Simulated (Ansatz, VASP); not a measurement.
## Two plane-wave programs on Re

```xyz
1
Lattice="0.0000 1.8762 2.0737 1.8762 0.0000 2.0737 1.8762 1.8762 0.0000" Properties=species:S:1:pos:R:3 pbc="T T T"
Re    0.0000    0.0000    0.0000
```

Change from the starting cell: strain -0.050 along x and y, +0.050 along z, atoms carried along.

Alike in both runs: task single point; functional PBEsol; k mesh 20 × 20 × 20; occupations gaussian, width 0.15 eV; no spin polarisation.

|  | VASP | Ansatz |
| --- | --- | --- |
| version | VASP 6.6.1 | Ansatz 0.2.0 |
| potentials or method | VASP PAW PBE potentials, release 64 (Re), cutoff 520 eV | scalar-relativistic, plane waves, PAW |
| valence electrons in the cell | 7 | 15 |

```csv
,VASP,Ansatz,Ansatz less VASP
gap on the k mesh at the Fermi level (eV),none,none,-
pressure (GPa),1.7,1.7,+0.04
"traceless stress, the component that is largest in VASP (GPa)",-21.12,-21.43,-0.308
```

VASP's potentials were made for PBE, not for PBEsol. A gap of «none» marks a metal or a gap that the smearing closes. With one functional, cell and mesh, what is left measures potentials, basis and numerics. VASP's potentials hold 7 valence electrons a cell and Ansatz's 15, so a difference there can come from the potentials and not from the codes.

Neither program's run includes spin-orbit coupling.
